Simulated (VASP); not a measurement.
# Co (P6_3/mmc) in VASP: a series of runs

Runs on Co. Level: PBE. Tasks: single point, relaxation of cell and atoms.

Program: VASP 6.6.1. These are calculated values, not measurements. Logs are shortened: lines on timing, memory, paths and dates and some standing lists are left out, and cuts for length are marked.

## Step 1: The cell of the first run

It takes space group P6_3/mmc (No. 194, hexagonal). Conventional cell: a = 2.472 Å, b = 2.472 Å, c = 4.021 Å, α = 90.00°, β = 90.00°, γ = 120.00°. Co (site symmetry -6m2) has 12 Co at 2.47 Å within 3.3 Å.

## Step 2: Single point, PBE, collinear spin, ferromagnetic start

File INCAR:

```
PREC = Accurate
ENCUT = 520
EDIFF = 1E-6
ISMEAR = 0
SIGMA = 0.011
LREAL = False
LASPH = True
NELM = 150
ALGO = Fast
ISIF = 2
LWAVE = False
LCHARG = True
ISPIN = 2
MAGMOM = 2 2
LORBIT = 11
LMAXMIX = 4
GGA = PE
LELF = True
LVHAR = True
NBANDS = 20
```

File KPOINTS:

```
regular mesh
0
Gamma
  12 12 7
```

File POSCAR:

```
Co
1.0
    2.4719999032      0.0000000000      0.0000000000
   -1.2359999516      2.1408147143      0.0000000000
    0.0000000000      0.0000000000      4.0211440800
Co
2
Direct
    0.6666666667      0.3333333333      0.7500000000
    0.3333333333      0.6666666667      0.2500000000
```

Potentials or basis: VASP PAW PBE potentials, release 64 (Co).

The run is started by

```
$ cat potpaw_PBE.64/Co/POTCAR > POTCAR
$ mpirun -np 1 vasp_std > vasp.out
```

OUTCAR:

```text
PREC = Accurate
   ENCUT = 520
   EDIFF = 1E-6
   ISMEAR = 0
   LREAL = False
   LASPH = True
   NELM = 150
   ISIF = 2
   ISPIN = 2
   LORBIT = 11
   GGA = PE

 ion  position               nearest neighbor table
   1  0.667  0.333  0.750-   2 2.47   2 2.47   2 2.47   2 2.47   2 2.47   2 2.47
   2  0.333  0.667  0.250-   1 2.47   1 2.47   1 2.47   1 2.47   1 2.47   1 2.47

  LATTYP: Found a hexagonal cell.
 ALAT       =     2.4719999032
 C/A-ratio  =     1.6266764715

  Lattice vectors:

 A1 = (   2.4719999032,   0.0000000000,   0.0000000000)
 A2 = (  -1.2359999516,   2.1408147143,   0.0000000000)
 A3 = (   0.0000000000,   0.0000000000,   4.0211440800)

Analysis of symmetry for initial positions (statically):
=====================================================================
 Subroutine PRICEL returns:
 Original cell was already a primitive cell.

 Routine SETGRP: Setting up the symmetry group for a
 hexagonal supercell.

 Subroutine GETGRP returns: Found 24 space group operations
 (whereof 12 operations were pure point group operations)
 out of a pool of 24 trial point group operations.

The static configuration has the point symmetry D_3d.
 The point group associated with its full space group is D_6h.

Analysis of symmetry for dynamics (positions and initial velocities):
=====================================================================
 Subroutine PRICEL returns:
 Original cell was already a primitive cell.

 Routine SETGRP: Setting up the symmetry group for a
 hexagonal supercell.

 Subroutine GETGRP returns: Found 24 space group operations
 (whereof 12 operations were pure point group operations)
 out of a pool of 24 trial point group operations.

The dynamic configuration has the point symmetry D_3d.
 The point group associated with its full space group is D_6h.

Analysis of structural, dynamic, and magnetic symmetry:
=====================================================================
 Subroutine PRICEL returns:
 Original cell was already a primitive cell.

 Routine SETGRP: Setting up the symmetry group for a
 hexagonal supercell.

 Subroutine GETGRP returns: Found 24 space group operations
 (whereof 12 operations were pure point group operations)
 out of a pool of 24 trial point group operations.

The overall configuration has the point symmetry D_3d.
 The point group associated with its full space group is D_6h.

 Subroutine INISYM returns: Found 24 space group operations
 (whereof 12 operations are pure point group operations),
 and found     1 'primitive' translations

----------------------------------------------------------------------------------------

                                     Primitive cell

  volume of cell :      21.2803

  direct lattice vectors                    reciprocal lattice vectors
     2.471999903  0.000000000  0.000000000     0.404530760  0.233555943  0.000000000
    -1.235999952  2.140814714  0.000000000     0.000000000  0.467111887  0.000000000
     0.000000000  0.000000000  4.021144080     0.000000000  0.000000000  0.248685444

  length of vectors
     2.471999903  2.471999903  4.021144080     0.467111887  0.467111887  0.248685444

  position of ions in fractional coordinates (direct lattice)
     0.666666667  0.333333333  0.750000000
     0.333333333  0.666666667  0.250000000

  ion indices of the primitive-cell ions
   primitive index   ion index
                 1           1
                 2           2

----------------------------------------------------------------------------------------

 KPOINTS: regular mesh

Automatic generation of k-mesh.
 Grid dimensions read from file:
 generate k-points for:   12   12    7

 Generating k-lattice:

  Cartesian coordinates                     Fractional coordinates (reciprocal lattice)
     0.033710897  0.019462995  0.000000000     0.083333333 -0.000000000  0.000000000
     0.000000000  0.038925991  0.000000000     0.000000000  0.083333333  0.000000000
     0.000000000  0.000000000  0.035526492     0.000000000  0.000000000  0.142857143

  Length of vectors
     0.038925991  0.038925991  0.035526492

  Shift w.r.t. Gamma in fractional coordinates (k-lattice)
     0.000000000  0.000000000  0.000000000

 Subroutine IBZKPT returns following result:
 ===========================================

 Found     76 irreducible k-points:

 Following reciprocal coordinates:
            Coordinates               Weight
  0.000000  0.000000  0.000000      1.000000
  0.083333  0.000000  0.000000      6.000000
  0.166667  0.000000  0.000000      6.000000
  0.250000  0.000000  0.000000      6.000000
  0.333333  0.000000  0.000000      6.000000
  0.416667  0.000000  0.000000      6.000000
[... 16 lines left out ...]
  0.250000  0.000000  0.142857     12.000000
  0.333333  0.000000  0.142857     12.000000
 [... further k-points ...]
   k-points           NKPTS =     76   k-points in BZ     NKDIM =     76   number of bands    NBANDS=     20
   number of dos      NEDOS =    301   number of ions     NIONS =      2
   total plane-waves  NPLWV =   9720
   dimension x,y,z NGX =    18 NGY =   18 NGZ =   30
   dimension x,y,z NGXF=    36 NGYF=   36 NGZF=   60
   ions per type =               2
   NGX,Y,Z   is equivalent  to a cutoff of  12.11, 12.11, 12.40 a.u.
   NGXF,Y,Z  is equivalent  to a cutoff of  24.21, 24.21, 24.81 a.u.
 SYSTEM =  unknown system
   PREC   = accura    normal or accurate (medium, high low for compatibility)
   ISTART =      0    job   : 0-new  1-cont  2-samecut
   ICHARG =      2    charge: 1-file 2-atom 10-const
   ISPIN  =      2    spin polarized calculation?
   LNONCOLLINEAR =      F non collinear calculations
   LSORBIT =      F    spin-orbit coupling
   LASPH  =      T    aspherical Exc in radial PAW
   ENCUT  =  520.0 eV  38.22 Ry    6.18 a.u.   4.60  4.60  7.48*2*pi/ulx,y,z
   NELM   =    150;   NELMIN=  2; NELMDL= -5     # of ELM steps
   EDIFF  = 0.1E-05   stopping-criterion for ELM
   LREAL  =      F    real-space projection
   EDIFFG = 0.1E-04   stopping-criterion for IOM
   NSW    =      0    number of steps for IOM
   IBRION =     -1    ionic relax: 0-MD 1-quasi-New 2-CG
   NFREE  =      0    steps in history (QN), initial steepest desc. (CG)
   ISIF   =      2    stress and relaxation
   ISYM   =      2    0-nonsym 1-usesym 2-fastsym
   POTIM  = 0.5000    time-step for ionic-motion
   TEBEG  =    0.0;   TEEND  =   0.0 temperature during run
   PSTRESS=    0.0 pullay stress
   NELECT =      18.0000    total number of electrons
   NUPDOWN=      -1.0000    fix difference up-down
   EMIN   =  10.00;   EMAX   =-10.00  energy-range for DOS
   EFERMI =   0.00;   METHOD = LEGACY
   ISMEAR =     0;   SIGMA  =   0.01  broadening in eV -4-tet -1-fermi 0-gaus
   EFERMI_NEDOS =   21; number of points for ismear=-14 and -15
   IALGO  =     68    algorithm
   IMIX   =      4    mixing-type and parameters
     AMIX     =   0.40;   BMIX     =  1.00
     AMIX_MAG =   1.60;   BMIX_MAG =  1.00
  volume/ion in A,a.u.               =      10.64        71.80
  Fermi-wavevector in a.u.,A,eV,Ry     =   1.548246  2.925761 32.614055  2.397065
  Thomas-Fermi vector in A             =   2.653224
   LORBIT       =     11    0 simple, 1 ext, 2 COOP (PROOUT), +10 PAW based schemes
   GGA     = PE    functional components
   LHFCALC =     F    Hartree Fock is set to
   AEXX    =    0.0000 exact exchange contribution
   IVDW    =     0    specifies the selected vdW correction
   LEPSILON=     F    determine dielectric tensor
   LRPA    =     F    only Hartree local field effects (RPA)
 spin polarized calculation
 RMM-DIIS sequential band-by-band and
 Gauss-broadening in eV      SIGMA  =   0.01
  energy-cutoff  :      520.00
  volume of cell :       21.28
 maximum number of plane-waves:       585
   NGX =  9   NGY =  9   NGZ = 15

 number of electron      17.9999990 magnetization       3.2171788

 Free energy of the ion-electron system (eV)
  ---------------------------------------------------
  ext. energy  EPLUGINS =         0.00000000
  ---------------------------------------------------
  free energy    TOTEN  =       -14.06077630 eV

  energy without entropy =      -14.06068849  energy(sigma->0) =      -14.06073239

 E-fermi :  10.5206     XC(G=0): -13.5189

 val. band max:       10.5103768161   @ k =   0.0000   0.0000   0.1429
 cond. band min:      10.5273602867   @ k =   0.3333   0.2500   0.4286
 fundamental gap:      0.0169834706
 Fermi energy:        10.5205523855

 spin component 1

 k-point     1 :       0.0000    0.0000    0.0000
  band No.  band energies     occupation
      1       1.5094      1.00000
      2       5.3027      1.00000
      3       7.8604      1.00000
      4       7.9148      1.00000
      5       7.9148      1.00000
      6       8.2297      1.00000
[... 12 lines left out ...]
     19      36.8804      0.00000
     20      36.8804      0.00000
[... 507 lines left out ...]
 k-point    24 :       0.3333    0.0000    0.1429
  band No.  band energies     occupation
      1       4.7877      1.00000
      2       6.0663      1.00000
      3       6.4505      1.00000
      4       7.2254      1.00000
      5       7.9601      1.00000
      6       8.0241      1.00000
[... 12 lines left out ...]
     19      34.0052      0.00000
     20      35.6382      0.00000

 [... further k-points ...]

 spin component 2

 k-point     1 :       0.0000    0.0000    0.0000
  band No.  band energies     occupation
      1       1.5127      1.00000
      2       6.2474      1.00000
      3       9.4899      1.00000
      4       9.5549      1.00000
      5       9.5549      1.00000
      6       9.9232      1.00000
[... 12 lines left out ...]
     19      37.1793      0.00000
     20      37.1793      0.00000
[... 507 lines left out ...]
 k-point    24 :       0.3333    0.0000    0.1429
  band No.  band energies     occupation
      1       5.0472      1.00000
      2       7.2440      1.00000
      3       7.6031      1.00000
      4       8.5005      1.00000
      5       9.4339      1.00000
      6       9.6884      1.00000
[... 12 lines left out ...]
     19      34.3313      0.00000
     20      35.9776      0.00000

 [... further k-points ...]
[... 5 lines left out ...]
  --------------------------------------------------------------------------------------
  -------------------------------------------------------------------------------------
  Total        0.6869189      0.6869189      0.2306441      0.0000000     -0.0000000      0.0000000
  in kB       51.7176653     51.7176653     17.3650408      0.0000000     -0.0000000      0.0000000
  external PRESSURE =      40.2667904 kB  Pullay stress =       0.0000000 kB

 VOLUME and BASIS-vectors are now :
 -----------------------------------------------------------------------------
  energy-cutoff  :      520.00
  volume of cell :       21.28
      direct lattice vectors                 reciprocal lattice vectors
     2.471999903  0.000000000  0.000000000     0.404530760  0.233555943  0.000000000
    -1.235999952  2.140814714  0.000000000     0.000000000  0.467111887  0.000000000
     0.000000000  0.000000000  4.021144080     0.000000000  0.000000000  0.248685444

 POSITION                                       TOTAL-FORCE (eV/Angst)
 -----------------------------------------------------------------------------------
      1.23600      0.71360      3.01586         0.000000      0.000000      0.000000
     -0.00000      1.42721      1.00529        -0.000000     -0.000000      0.000000
 -----------------------------------------------------------------------------------
    total drift:                                0.000000     -0.000000     -0.000000

  FREE ENERGIE OF THE ION-ELECTRON SYSTEM (eV)
  ---------------------------------------------------
  free  energy   TOTEN  =       -14.0607762985 eV

  energy  without entropy=      -14.0606884893  energy(sigma->0) =      -14.06073239

 total charge

# of ion       s       p       d       tot
------------------------------------------
    1        0.497   0.539   7.276   8.312
    2        0.497   0.539   7.276   8.312
--------------------------------------------------
tot          0.994   1.077  14.552  16.623

 magnetization (x)

# of ion       s       p       d       tot
------------------------------------------
    1       -0.015  -0.053   1.692   1.624
    2       -0.015  -0.053   1.692   1.624
--------------------------------------------------
tot         -0.029  -0.106   3.384   3.248
```

Run time: 48 s. Hardware: 1 thread of Intel Xeon Platinum 8488C (Sapphire Rapids), shared host; peak memory 0.16 GiB.

Results:

```yaml
Free_energy: -14.0608 eV
Pressure: 4.0 GPa
Net_moment: 3.22 μB per cell
Site_moments: Co +1.62 μB
Valence_electrons_inside_the_program's_atomic_spheres: Co 8.31
```

Stress tensor (GPa, compression positive):
```
5.17 0.00 0.00
0.00 5.17 0.00
0.00 0.00 1.74
```

## Step 3: Single point, PBE, collinear spin, ferromagnetic start

This run uses another cell than the first one, of 10.87 Å³/atom, 1.022 times its volume.

File INCAR:

```
SYSTEM = Co
PREC = Accurate
ENCUT = 520
EDIFF = 1E-7
ISMEAR = -1
SIGMA = 0.05
LREAL = .False.
LASPH = .True.
NELM = 150
ALGO = Normal
ISIF = 2
LWAVE = .False.
LCHARG = .False.
ISPIN = 2
MAGMOM = 2 2
LORBIT = 11
LMAXMIX = 4
GGA = PE
NBANDS = 20
```

File KPOINTS:

```
Automatic mesh
0
Gamma
  12 12 7
  0 0 0
```

File POSCAR:

```
Co
1.0
    2.4971231180      0.0000000000      0.0000000000
   -1.2485615590      2.1625720565      0.0000000000
    0.0000000000      0.0000000000      4.0269716705
Co
2
Direct
    0.6666666667      0.3333333333      0.7500000000
    0.3333333333      0.6666666667      0.2500000000
```

Potentials or basis: VASP PAW PBE potentials, release 64 (Co).

The run is started by

```
$ cat potpaw_PBE.64/Co/POTCAR > POTCAR
$ mpirun -np 1 vasp_std > vasp.out
```

It took 51 s on 1 thread of Intel Xeon Platinum 8488C (Sapphire Rapids), shared host; peak memory 0.17 GiB.

The run converged. Its results:

| Quantity | Value |
| --- | --- |
| Free energy | -14.0741 eV |
| Pressure | -0.8 GPa |
| Net moment | 3.24 μB per cell |
| Site moments | Co +1.64 μB |
| Valence electrons inside the program's atomic spheres | Co 8.27 |

Stress tensor (GPa, compression positive):
```
-0.70  0.00  0.00
 0.00 -0.70  0.00
 0.00  0.00 -0.86
```

Levels at points of the mesh, in eV from the Fermi level:
Spin up:
```
           k point  band 9  band 10  band 11  band 12  band 13  band 14
(0.00, 0.00, 0.00)   -1.93    -0.83    -0.83    -0.03     6.38    21.93
(0.50, 0.00, 0.00)   -0.60    -0.56     1.29     3.30     9.70    10.34
```
Spin down:
| k point | band 4 | band 5 | band 6 | band 7 | band 8 | band 9 | band 10 | band 11 |
| --- | --- | --- | --- | --- | --- | --- | --- | --- |
| (0.00, 0.00, 0.00) | -0.93 | -0.93 | -0.57 | -0.57 | -0.17 | -0.17 | -0.10 | 1.06 |
| (0.50, 0.00, 0.00) | -1.84 | -1.11 | -1.00 | -0.58 | 1.19 | 1.32 | 1.35 | 2.54 |

## Step 4: Relaxation of cell and atoms, PBE, collinear spin, ferromagnetic start

File INCAR:

```
SYSTEM = Co
PREC = Accurate
ENCUT = 600
EDIFF = 1E-6
ISMEAR = -1
SIGMA = 0.05
LREAL = .FALSE.
LASPH = .TRUE.
NELM = 150
ALGO = Normal
ISIF = 3
LWAVE = .FALSE.
LCHARG = .FALSE.
ISPIN = 2
MAGMOM = 2 2
LORBIT = 11
LMAXMIX = 4
GGA = PE
IBRION = 2
NSW = 60
EDIFFG = -0.01
```

File KPOINTS:

```
Automatic mesh
0
G
  12 12 7
  0 0 0
```

File POSCAR:

```
Co
1.0
    2.4719999032      0.0000000000      0.0000000000
   -1.2359999516      2.1408147143      0.0000000000
    0.0000000000      0.0000000000      4.0211440800
Co
2
Direct
    0.6666666667      0.3333333333      0.7500000000
    0.3333333333      0.6666666667      0.2500000000
```

The run is started by

```
$ cat potpaw_PBE.64/Co/POTCAR > POTCAR
$ mpirun -np 1 vasp_std > vasp.out
```

Run time: 92 s. Hardware: 1 thread of Intel Xeon Platinum 8488C (Sapphire Rapids), shared host; peak memory 0.18 GiB.

It converged, with:

```
Free energy                                           : -14.0735 eV
Relaxed volume                                        : 10.83 Å³/atom
Relaxed cell                                          : a = 2.494 Å, b = 2.494 Å, c = 4.021 Å, α = 90.00°, β = 90.00°, γ = 120.00°
Space group after relaxing (to 0.05 Å)                : P6_3/mmc (No. 194)
Energy gained by relaxing                             : 2.8 meV/atom
Ionic steps                                           : 4
Pressure after relaxing                               : 0.0 GPa
Net moment                                            : 3.23 μB per cell
Site moments                                          : Co +1.64 μB
Valence electrons inside the program's atomic spheres : Co 8.28
```

Stress tensor (GPa, compression positive):
```
 0.01  0.00  0.00
 0.00  0.01  0.00
 0.00  0.00 -0.08
```

Step by step:
| step | energy change (eV) | largest force (eV/Å) | pressure (GPa) | volume (Å³) |
| --- | --- | --- | --- | --- |
| 1 | 0.0000 | 0.0000 | 3.83 | 21.28 |
| 2 | -0.0007 | 0.0000 | -3.70 | 22.07 |
| 3 | -0.0053 | 0.0000 | -0.22 | 21.68 |
| 4 | -0.0056 | 0.0000 | -0.02 | 21.66 |

Final structure:
```
Co
1.0
     2.49405    0.00000    0.00000
    -1.24702    2.15991    0.00000
     0.00000    0.00000    4.02127
Co
2
Direct
  0.66667 0.33333 0.75000
  0.33333 0.66667 0.25000
```

Levels at points of the mesh, in eV from the Fermi level:
Spin up:
```tsv
k point	band 7	band 8	band 9	band 10	band 11	band 12	band 13	band 14	band 15
(0.00, 0.00, 0.00)	-2.27	-1.94	-1.94	-0.82	-0.82	-0.03	6.42	21.96	24.51
(0.50, 0.00, 0.00)	-2.17	-0.70	-0.59	-0.55	1.31	3.32	9.73	10.38	12.78
```
Spin down:
| k point | band 5 | band 6 | band 7 | band 8 | band 9 | band 10 |
| --- | --- | --- | --- | --- | --- | --- |
| (0.00, 0.00, 0.00) | -0.94 | -0.57 | -0.57 | -0.17 | -0.17 | -0.10 |
| (0.50, 0.00, 0.00) | -1.12 | -1.01 | -0.59 | 1.19 | 1.33 | 1.36 |

## Step 5: Overview

| task | cell | cutoff (eV) | smearing | gap on the mesh (eV) | pressure (GPa) | moment (μB) |
| --- | --- | --- | --- | --- | --- | --- |
| single point | a = 2.472, b = 2.472, c = 4.021 Å, angles 90.0, 90.0, 120.0°, 2 atoms | 520 | gaussian 0.011 eV | none | 4.0 | 3.22 |
| single point | a = 2.497, b = 2.497, c = 4.027 Å, angles 90.0, 90.0, 120.0°, 2 atoms | 520 | fermi-dirac 0.05 eV | none | -0.8 | 3.24 |
| relaxation of cell and atoms | relaxed from a = 2.472, b = 2.472, c = 4.021 Å, angles 90.0, 90.0, 120.0°, 2 atoms | 600 | fermi-dirac 0.05 eV | none | 0.0 | 3.23 |

Alike in all rows: level PBE; potentials or basis VASP PAW PBE potentials, release 64 (Co); spin collinear, ferromagnetic start; k mesh 12 × 12 × 7.

Total energies depend on the potentials used, so only differences within one code and one set of settings carry meaning.
